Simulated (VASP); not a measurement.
Here is a VASP 6.6.1 calculation.

The input INCAR:

```
SYSTEM = BeS
ALGO = Normal ; EDIFF = 1E-7
EDIFFG = -0.06 ; ENCUT = 520
GGA = PE ; IBRION = 2
ISIF = 2 ; ISMEAR = -1
ISPIN = 2 ; LASPH = .TRUE.
LCHARG = .FALSE. ; LORBIT = 11
LREAL = .FALSE. ; LWAVE = .FALSE.
MAGMOM = 0 -4 ; NELM = 150
NSW = 25 ; PREC = Accurate
SIGMA = 0.2585199978643553
```

File KPOINTS:

```
Automatic mesh
0
Gamma
  1 1 1
  0.05 0.8 0.8
```

Contents of POSCAR:

```
BeS
1.0
    0.0000000000      2.4351516489      2.4351516489
    2.4351516489      0.0000000000      2.4351516489
    2.4351516489      2.4351516489      0.0000000000
Be S
1 1
Direct
    0.0000000000      0.0000000000      0.0000000000
    0.7500000000      0.7500000000      0.7500000000
```

Potentials or basis: VASP PAW PBE potentials, release 64 (Be, S).

The run is started by

```console
$ cat potpaw_PBE.64/Be/POTCAR potpaw_PBE.64/S/POTCAR > POTCAR
$ mpirun -np 1 vasp_std > vasp.out
```

(1) Estimate the band gap on the k mesh.

(2) Estimate the net moment.

## Answers

(1) 5.84 eV.

(2) 0.00 μB per cell.

Caveat: the k points lie up to 2.23 Å⁻¹ apart; the relaxation stopped at its first step, so nothing moved.
